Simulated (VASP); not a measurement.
# AgO2 in VASP: a series of runs

Runs on AgO2. Level: PBE. Tasks: single point.

All numbers are computed with VASP 6.6.1; they aren't measurements. Logs are shortened: lines on timing, memory, paths and dates and some standing lists are left out, and cuts for length are marked.

## Step 1: The cell of the first run

The typed cell holds 6 atoms: a = 3.622 Å, b = 3.604 Å, c = 7.438 Å, α = 77.46°, β = 89.31°, γ = 60.17°.

## Step 2: Single point, PBE

Input file INCAR:

```
SYSTEM = AgO2
ALGO = Normal
EDIFF = 1E-6
ENCUT = 520
GGA = PE
ISIF = 2
ISMEAR = 0
LASPH = .TRUE.
LCHARG = .FALSE.
LREAL = .FALSE.
LWAVE = .FALSE.
NBANDS = 32
NELM = 80
PREC = Accurate
SIGMA = 0.2
```

Input file KPOINTS:

```
k-points
0
G
  5 5 3
  0 0 0
```

Input file POSCAR:

```
AgO2
1.0
    3.6203865337      0.0391247241     -0.0821678427
    1.7632774866      3.1390556955      0.1706889981
    0.2417296488      1.3200775374      7.3154651689
Ag O
2 4
Direct
    0.2502394966      1.0000095227      0.7499182626
    0.7497605034     -0.0000095227      0.2500817374
    0.0287857884      0.4407591775      0.0960716067
    0.9712142116      0.5592408225      0.9039283933
    0.4712778916      0.5594196400      0.4039079178
    0.5287221084      0.4405803600      0.5960920822
```

Potentials or basis: VASP PAW PBE potentials, release 64 (Ag, O).

On the command line:

```sh
$ cat potpaw_PBE.64/Ag/POTCAR potpaw_PBE.64/O/POTCAR > POTCAR
$ mpirun -np 1 vasp_std > vasp.out
```

OUTCAR:

```text
SYSTEM = AgO2
   EDIFF = 1E-6
   ENCUT = 520
   GGA = PE
   ISIF = 2
   ISMEAR = 0
   LASPH = .TRUE.
   LREAL = .FALSE.
   NELM = 80
   PREC = Accurate

 ion  position               nearest neighbor table
   1  0.250  0.000  0.750-   6 2.31   4 2.31   6 2.37   4 2.37   4 2.41   6 2.41
   2  0.750  1.000  0.250-   5 2.31   3 2.31   5 2.37   3 2.37   3 2.41   5 2.41
   3  0.029  0.441  0.096-   4 1.39   2 2.31   2 2.37   2 2.41
   4  0.971  0.559  0.904-   3 1.39   1 2.31   1 2.37   1 2.41
   5  0.471  0.559  0.404-   6 1.39   2 2.31   2 2.37   2 2.41
   6  0.529  0.441  0.596-   5 1.39   1 2.31   1 2.37   1 2.41

  LATTYP: Found a triclinic cell.
 ALAT       =     3.6044351691
 B/A-ratio  =     1.0047427752
 C/A-ratio  =     2.0634424470
 COS(alpha) =     0.0120921816
 COS(beta)  =     0.2170497934
 COS(gamma) =     0.4973762129

  Lattice vectors:

 A1 = (  -1.7632774866,  -3.1390556955,  -0.1706889981)
 A2 = (  -3.6203865337,  -0.0391247241,   0.0821678427)
 A3 = (  -0.2417296488,  -1.3200775374,  -7.3154651689)

Analysis of symmetry for initial positions (statically):
=====================================================================
 Subroutine PRICEL returns:
 Original cell was already a primitive cell.

 Routine SETGRP: Setting up the symmetry group for a
 triclinic supercell.

 Subroutine GETGRP returns: Found  2 space group operations
 (whereof  2 operations were pure point group operations)
 out of a pool of  2 trial point group operations.

The static configuration has the point symmetry S_2 .

Analysis of symmetry for dynamics (positions and initial velocities):
=====================================================================
 Subroutine PRICEL returns:
 Original cell was already a primitive cell.

 Routine SETGRP: Setting up the symmetry group for a
 triclinic supercell.

 Subroutine GETGRP returns: Found  2 space group operations
 (whereof  2 operations were pure point group operations)
 out of a pool of  2 trial point group operations.

The dynamic configuration has the point symmetry S_2 .

 Subroutine INISYM returns: Found  2 space group operations
 (whereof  2 operations are pure point group operations),
 and found     1 'primitive' translations

----------------------------------------------------------------------------------------

                                     Primitive cell

  volume of cell :      81.6896

  direct lattice vectors                    reciprocal lattice vectors
     3.620386534  0.039124724 -0.082167843     0.278350465 -0.157399952  0.019205147
     1.763277487  3.139055696  0.170688998    -0.004831504  0.324456034 -0.058388523
     0.241729649  1.320077537  7.315465169     0.003239185 -0.009338338  0.138274778

  length of vectors
     3.621530195  3.604435169  7.437544525     0.320347567  0.329703322  0.138627599

  position of ions in fractional coordinates (direct lattice)
     0.250239497  0.000009523  0.749918263
     0.749760503  0.999990477  0.250081737
     0.028785788  0.440759177  0.096071607
     0.971214212  0.559240823  0.903928393
     0.471277892  0.559419640  0.403907918
     0.528722108  0.440580360  0.596092082

  ion indices of the primitive-cell ions
   primitive index   ion index
                 1           1
                 2           2
                 3           3
                 4           4
                 5           5
                 6           6

----------------------------------------------------------------------------------------

 KPOINTS: k-points

Automatic generation of k-mesh.
 Grid dimensions read from file:
 generate k-points for:    5    5    3

 Generating k-lattice:

  Cartesian coordinates                     Fractional coordinates (reciprocal lattice)
     0.055670093 -0.031479990  0.003841029     0.200000000  0.000000000  0.000000000
    -0.000966301  0.064891207 -0.011677705     0.000000000  0.200000000  0.000000000
     0.001079728 -0.003112779  0.046091593     0.000000000 -0.000000000  0.333333333

  Length of vectors
     0.064069513  0.065940664  0.046209200

  Shift w.r.t. Gamma in fractional coordinates (k-lattice)
     0.000000000  0.000000000  0.000000000

 Subroutine IBZKPT returns following result:
 ===========================================

 Found     38 irreducible k-points:

 Following reciprocal coordinates:
            Coordinates               Weight
  0.000000  0.000000  0.000000      1.000000
  0.200000 -0.000000 -0.000000      2.000000
  0.400000 -0.000000 -0.000000      2.000000
  0.000000  0.200000 -0.000000      2.000000
  0.200000  0.200000  0.000000      2.000000
  0.400000  0.200000 -0.000000      2.000000
[... 16 lines left out ...]
 -0.200000  0.200000  0.333333      2.000000
  0.000000  0.400000  0.333333      2.000000
 [... further k-points ...]
   k-points           NKPTS =     38   k-points in BZ     NKDIM =     38   number of bands    NBANDS=     32
   number of dos      NEDOS =    301   number of ions     NIONS =      6
   total plane-waves  NPLWV =  43904
   dimension x,y,z NGX =    28 NGY =   28 NGZ =   56
   dimension x,y,z NGXF=    56 NGYF=   56 NGZF=  112
   ions per type =               2   4
   NGX,Y,Z   is equivalent  to a cutoff of  12.85, 12.91, 12.52 a.u.
   NGXF,Y,Z  is equivalent  to a cutoff of  25.71, 25.83, 25.03 a.u.
 SYSTEM =  AgO2
   PREC   = accura    normal or accurate (medium, high low for compatibility)
   ISTART =      0    job   : 0-new  1-cont  2-samecut
   ICHARG =      2    charge: 1-file 2-atom 10-const
   ISPIN  =      1    spin polarized calculation?
   LNONCOLLINEAR =      F non collinear calculations
   LSORBIT =      F    spin-orbit coupling
   LASPH  =      T    aspherical Exc in radial PAW
   ENCUT  =  520.0 eV  38.22 Ry    6.18 a.u.   6.73  6.70 13.83*2*pi/ulx,y,z
   NELM   =     80;   NELMIN=  2; NELMDL= -5     # of ELM steps
   EDIFF  = 0.1E-05   stopping-criterion for ELM
   LREAL  =      F    real-space projection
   EDIFFG = 0.1E-04   stopping-criterion for IOM
   NSW    =      0    number of steps for IOM
   IBRION =     -1    ionic relax: 0-MD 1-quasi-New 2-CG
   NFREE  =      0    steps in history (QN), initial steepest desc. (CG)
   ISIF   =      2    stress and relaxation
   ISYM   =      2    0-nonsym 1-usesym 2-fastsym
   POTIM  = 0.5000    time-step for ionic-motion
   TEBEG  =    0.0;   TEEND  =   0.0 temperature during run
   PSTRESS=    0.0 pullay stress
   NELECT =      46.0000    total number of electrons
   NUPDOWN=      -1.0000    fix difference up-down
   EMIN   =  10.00;   EMAX   =-10.00  energy-range for DOS
   EFERMI =   0.00;   METHOD = LEGACY
   ISMEAR =     0;   SIGMA  =   0.20  broadening in eV -4-tet -1-fermi 0-gaus
   EFERMI_NEDOS =   21; number of points for ismear=-14 and -15
   IALGO  =     38    algorithm
   IMIX   =      4    mixing-type and parameters
     AMIX     =   0.40;   BMIX     =  1.00
     AMIX_MAG =   1.60;   BMIX_MAG =  1.00
  volume/ion in A,a.u.               =      13.61        91.88
  Fermi-wavevector in a.u.,A,eV,Ry     =   1.351881  2.554685 24.865778  1.827583
  Thomas-Fermi vector in A             =   2.479266
   LORBIT       =      0    0 simple, 1 ext, 2 COOP (PROOUT), +10 PAW based schemes
   GGA     = PE    functional components
   LHFCALC =     F    Hartree Fock is set to
   AEXX    =    0.0000 exact exchange contribution
   IVDW    =     0    specifies the selected vdW correction
   LEPSILON=     F    determine dielectric tensor
   LRPA    =     F    only Hartree local field effects (RPA)
 non-spin polarized calculation
 Gauss-broadening in eV      SIGMA  =   0.20
  energy-cutoff  :      520.00
  volume of cell :       81.69
 maximum number of plane-waves:      2211
   NGX = 13   NGY = 13   NGZ = 27

 number of electron      46.0000001 magnetization

 Free energy of the ion-electron system (eV)
  ---------------------------------------------------
  ext. energy  EPLUGINS =         0.00000000
  ---------------------------------------------------
  free energy    TOTEN  =       -25.05840995 eV

  energy without entropy =      -24.95876270  energy(sigma->0) =      -25.00858633

 E-fermi :   3.7353     XC(G=0): -10.2611

 val. band max:        3.7267820948   @ k =   0.2000   0.2000   0.3333
 cond. band min:       3.7366772102   @ k =   0.2000  -0.0000  -0.0000
 fundamental gap:      0.0098951154
 Fermi energy:         3.7352653214

 k-point     1 :       0.0000    0.0000    0.0000
  band No.  band energies     occupation
      1     -19.4844      2.00000
      2     -19.3269      2.00000
      3     -12.1215      2.00000
      4     -11.2609      2.00000
      5      -4.7302      2.00000
      6      -2.7923      2.00000
[... 24 lines left out ...]
     31      14.9367      0.00000
     32      15.3560      0.00000

 k-point     2 :       0.2000   -0.0000   -0.0000
  band No.  band energies     occupation
      1     -19.4391      2.00000
      2     -19.3207      2.00000
      3     -11.9877      2.00000
      4     -11.3408      2.00000
      5      -4.5346      2.00000
      6      -3.3050      2.00000
[... 24 lines left out ...]
     31      14.7335      0.00000
     32      15.5772      0.00000

 k-point     3 :       0.4000   -0.0000   -0.0000
  band No.  band energies     occupation
      1     -19.3573      2.00000
      2     -19.3176      2.00000
      3     -11.7225      2.00000
      4     -11.5065      2.00000
      5      -4.1236      2.00000
      6      -3.7288      2.00000
[... 24 lines left out ...]
     31      12.8721      0.00000
     32      13.4827      0.00000

 k-point     4 :       0.0000    0.2000   -0.0000
  band No.  band energies     occupation
      1     -19.4348      2.00000
      2     -19.3237      2.00000
      3     -11.9695      2.00000
      4     -11.3609      2.00000
      5      -4.4757      2.00000
      6      -3.3671      2.00000
[... 654 lines left out ...]
     31      13.4793      0.00000
     32      13.8751      0.00000

 k-point    23 :      -0.2000    0.2000    0.3333
  band No.  band energies     occupation
      1     -19.3685      2.00000
      2     -19.3214      2.00000
      3     -11.7571      2.00000
      4     -11.4928      2.00000
      5      -4.1183      2.00000
      6      -3.6483      2.00000
[... 24 lines left out ...]
     31      13.1343      0.00000
     32      14.3366      0.00000

 k-point    24 :       0.0000    0.4000    0.3333
  band No.  band energies     occupation
      1     -19.3540      2.00000
      2     -19.3171      2.00000
      3     -11.7145      2.00000
      4     -11.5086      2.00000
      5      -4.0581      2.00000
      6      -3.7134      2.00000
[... 24 lines left out ...]
     31      12.9815      0.00000
     32      14.0934      0.00000

 [... further k-points ...]
[... 5 lines left out ...]
  --------------------------------------------------------------------------------------
  -------------------------------------------------------------------------------------
  Total       -0.2027506     -0.2079070      0.6382157      0.0215632      0.0007578     -0.0043490
  in kB       -3.9765476     -4.0776802     12.5173235      0.4229191      0.0148619     -0.0852971
  external PRESSURE =       1.4876986 kB  Pullay stress =       0.0000000 kB

 VOLUME and BASIS-vectors are now :
 -----------------------------------------------------------------------------
  energy-cutoff  :      520.00
  volume of cell :       81.69
      direct lattice vectors                 reciprocal lattice vectors
     3.620386534  0.039124724 -0.082167843     0.278350465 -0.157399952  0.019205147
     1.763277487  3.139055696  0.170688998    -0.004831504  0.324456034 -0.058388523
     0.241729649  1.320077537  7.315465169     0.003239185 -0.009338338  0.138274778

 POSITION                                       TOTAL-FORCE (eV/Angst)
 -----------------------------------------------------------------------------------
      1.08726      0.99977      5.46544        -0.005157     -0.001410      0.002791
      4.53814      3.49849      1.93855         0.005157      0.001410     -0.002791
      0.90462      1.51152      0.77568         0.001485     -0.034707      0.281280
      4.72077      2.98674      6.62831        -0.001485      0.034707     -0.281280
      2.79026      2.30768      3.01154        -0.009874      0.030811     -0.277721
      2.83514      2.19058      4.39245         0.009874     -0.030811      0.277721
 -----------------------------------------------------------------------------------
    total drift:                               -0.000000      0.000000      0.000000

  FREE ENERGIE OF THE ION-ELECTRON SYSTEM (eV)
  ---------------------------------------------------
  free  energy   TOTEN  =       -25.0584099497 eV

  energy  without entropy=      -24.9587627028  energy(sigma->0) =      -25.00858633
```

Wall time 89 s (1 thread of Intel Xeon Platinum 8259CL at 2.50GHz (Skylake/Cascade Lake), shared host); peak memory 0.24 GiB.

What came out:

| Item | Value |
| --- | --- |
| Free energy | -25.0584 eV |
| Pressure | 0.1 GPa |
| Largest force | 0.283 eV/Å |
| Band gap on the k mesh | zero (band 23 reaches 4.43 eV, above the bottom of band 24 at 3.51 eV) |

Forces in eV/Å, atoms in the order of the input:
```
Ag  -0.005 -0.001  0.003
Ag   0.005  0.001 -0.003
O    0.001 -0.035  0.281
O   -0.001  0.035 -0.281
O   -0.010  0.031 -0.278
O    0.010 -0.031  0.278
```

Levels at points of the mesh, in eV from the Fermi level:
```tsv
k point	band 21	band 22	band 23	band 24	band 25	band 26
(0.00, 0.00, 0.00)	-0.94	-0.75	0.69	0.86	2.13	2.19
```

Caveat: the k points lie up to 0.41 Å⁻¹ apart.

## Step 3: Single point, PBE

This run uses another cell than the first one, of 13.53 Å³/atom, 0.994 times its volume.

Input file INCAR:

```
SYSTEM = AgO2
PREC = Accurate
ENCUT = 520
EDIFF = 1E-7
ISMEAR = 0
SIGMA = 0.2
LREAL = .FALSE.
LASPH = .TRUE.
NELM = 60
ALGO = Normal
ISIF = 2
LWAVE = .FALSE.
LCHARG = .FALSE.
GGA = PE
NBANDS = 32
```

Input file KPOINTS:

```
Automatic mesh
0
G
  6 6 4
  0 0 0
```

Input file POSCAR:

```
AgO2
1.0
    3.1219966123     -1.8029077302      0.0565243323
    0.9680982955     -1.8029077302      3.6243611443
   -3.1219966123     -5.4087231906     -0.0565243323
Ag O
2 4
Direct
    0.2500000000      0.5000000000      0.7500000000
    0.7500000000      0.5000000000      0.2500000000
    0.9040122032      0.1921618121      0.9679419949
    0.4040122032      0.1921618121      0.4679419949
    0.5959877968      0.8078381879      0.5320580051
    0.0959877968      0.8078381879      0.0320580051
```

Potentials or basis: VASP PAW PBE potentials, release 64 (Ag, O).

On the command line:

```sh
$ cat potpaw_PBE.64/Ag/POTCAR potpaw_PBE.64/O/POTCAR > POTCAR
$ mpirun -np 1 vasp_std > vasp.out
```

Wall time 2.9 min (1 thread of Intel Xeon Platinum 8259CL at 2.50GHz (Skylake/Cascade Lake), shared host); peak memory 0.3 GiB.

Results (log left out):

```
Free energy            : -25.1135 eV
Pressure               : 0.3 GPa
Largest force          : 0.298 eV/Å
Band gap on the k mesh : zero (band 23 reaches 4.57 eV, above the bottom of band 24 at 3.40 eV)
```

Forces in eV/Å, atoms in the order of the input:
```
Ag   0.000  0.000  0.000
Ag   0.000  0.000  0.000
O    0.000  0.009  0.298
O    0.000  0.009  0.298
O    0.000 -0.009 -0.298
O    0.000 -0.009 -0.298
```

Stress tensor (GPa, compression positive):
```
-0.34  0.03 -0.04
 0.03 -0.31 -0.05
-0.04 -0.05  1.41
```

Levels at points of the mesh, in eV from the Fermi level:
| k point | band 19 | band 20 | band 21 | band 22 | band 23 | band 24 | band 25 | band 26 | band 27 | band 28 |
| --- | --- | --- | --- | --- | --- | --- | --- | --- | --- | --- |
| (0.00, 0.00, 0.00) | -2.45 | -1.69 | -1.63 | -1.46 | 0.76 | 0.77 | 2.18 | 4.74 | 5.52 | 6.47 |
| (0.50, 0.00, 0.00) | -2.24 | -2.24 | -1.42 | -1.42 | -0.23 | -0.23 | 4.37 | 4.37 | 6.27 | 6.27 |
| (0.00, 0.50, 0.00) | -1.66 | -1.65 | -1.54 | -0.88 | -0.87 | 0.69 | 2.10 | 3.54 | 3.95 | 6.04 |
| (0.50, 0.50, 0.00) | -2.25 | -2.25 | -1.42 | -1.42 | -0.23 | -0.23 | 4.37 | 4.37 | 6.28 | 6.28 |
| (0.00, 0.00, 0.50) | -2.75 | -2.75 | -0.08 | -0.08 | -0.02 | -0.02 | 3.24 | 3.24 | 5.77 | 5.77 |
| (0.50, 0.00, 0.50) | -2.33 | -1.70 | -1.63 | -1.54 | -1.47 | 0.70 | 3.95 | 4.74 | 6.04 | 6.48 |
| (0.00, 0.50, 0.50) | -2.05 | -2.05 | -1.44 | -1.44 | 0.16 | 0.16 | 3.08 | 3.08 | 5.51 | 5.51 |
| (0.50, 0.50, 0.50) | -2.33 | -1.69 | -1.63 | -1.54 | -1.47 | 0.69 | 3.95 | 4.74 | 6.05 | 6.47 |

## Step 4: Single point, PBE

This run uses another cell than the first one, of 13.55 Å³/atom, 0.995 times its volume.

Input file INCAR:

```
SYSTEM = AgO2
ALGO = Normal
EDIFF = 1E-7
ENCUT = 520
GGA = PE
ISIF = 2
ISMEAR = 0
LASPH = .True.
LCHARG = .False.
LREAL = .False.
LWAVE = .False.
NBANDS = 32
NELM = 60
PREC = Accurate
SIGMA = 0.2
```

Input file KPOINTS:

```
k-points
0
Gamma
  6 6 4
  0 0 0
```

Input file POSCAR:

```
AgO2
1.0
    3.1111587103     -1.8115712139      0.0608569438
    0.9704660319     -1.8096113049      3.6348499820
   -3.1033295250     -5.4209593540     -0.0600052423
Ag O
2 4
Direct
    0.2499840607      0.5000114750      0.7499975802
    0.7500158274      0.4999882087      0.2500033310
    0.9047380783      0.1915534955      0.9679614811
    0.4021964612      0.1917484215      0.4679669834
    0.5952716657      0.8084465829      0.5320396955
    0.0977939066      0.8082518164      0.0320309287
```

On the command line:

```sh
$ cat potpaw_PBE.64/Ag/POTCAR potpaw_PBE.64/O/POTCAR > POTCAR
$ mpirun -np 1 vasp_std > vasp.out
```

Wall time 3.1 min (1 thread of Intel Xeon Platinum 8259CL at 2.50GHz (Skylake/Cascade Lake), shared host); peak memory 0.29 GiB.

Results (log left out):

```yaml
Free_energy: -25.1131 eV
Pressure: 0.2 GPa
Largest_force: 0.305 eV/Å
Band_gap_on_the_k_mesh: zero (band 23 reaches 4.56 eV, above the bottom of band 24 at 3.39 eV)
```

Forces on the atoms (eV/Å):
```
Ag   0.000  0.000  0.000
Ag   0.000  0.000  0.000
O   -0.003  0.003  0.305
O   -0.001  0.003  0.305
O    0.002 -0.003 -0.305
O    0.001 -0.003 -0.305
```

Stress tensor (GPa, compression positive):
```
-0.27  0.05 -0.06
 0.05 -0.47 -0.05
-0.06 -0.05  1.25
```

Levels at points of the mesh, in eV from the Fermi level:
| k point | band 20 | band 21 | band 22 | band 23 | band 24 | band 25 | band 26 | band 27 |
| --- | --- | --- | --- | --- | --- | --- | --- | --- |
| (0.00, 0.00, 0.00) | -1.70 | -1.62 | -1.47 | 0.76 | 0.77 | 2.18 | 4.73 | 5.53 |
| (0.50, 0.00, 0.00) | -2.24 | -1.43 | -1.42 | -0.24 | -0.23 | 4.36 | 4.38 | 6.28 |
| (0.00, 0.50, 0.00) | -1.66 | -1.53 | -0.88 | -0.86 | 0.69 | 2.08 | 3.56 | 3.95 |
| (0.50, 0.50, 0.00) | -2.24 | -1.40 | -1.40 | -0.23 | -0.23 | 4.36 | 4.38 | 6.26 |
| (0.00, 0.00, 0.50) | -2.74 | -0.08 | -0.08 | -0.02 | -0.02 | 3.23 | 3.23 | 5.78 |
| (0.50, 0.00, 0.50) | -1.70 | -1.63 | -1.55 | -1.47 | 0.69 | 3.93 | 4.76 | 6.05 |
| (0.00, 0.50, 0.50) | -2.05 | -1.43 | -1.43 | 0.16 | 0.16 | 3.08 | 3.08 | 5.51 |
| (0.50, 0.50, 0.50) | -1.70 | -1.61 | -1.51 | -1.47 | 0.69 | 3.96 | 4.73 | 6.03 |

## Step 5: The runs side by side

```csv
cell,k mesh,gap on the mesh (eV),pressure (GPa),largest force (eV/Å)
"a = 3.622, b = 3.604, c = 7.438 Å, angles 77.5, 89.3, 60.2°, 6 atoms",5 × 5 × 3,none,0.1,0.28
"a = 3.606, b = 4.162, c = 6.245 Å, angles 75.5, 90.0, 64.4°, 6 atoms",6 × 6 × 4,none,0.3,0.30
"a = 3.601, b = 4.175, c = 6.247 Å, angles 75.4, 89.6, 64.3°, 6 atoms",6 × 6 × 4,none,0.2,0.31
```

Alike in all rows: task single point; level PBE; potentials or basis VASP PAW PBE potentials, release 64 (Ag, O); no spin polarisation; cutoff (eV) 520; smearing gaussian 0.2 eV.

Caveats: some runs use coarse meshes.

Total energies depend on the potentials used, so only differences within one code and one set of settings carry meaning.
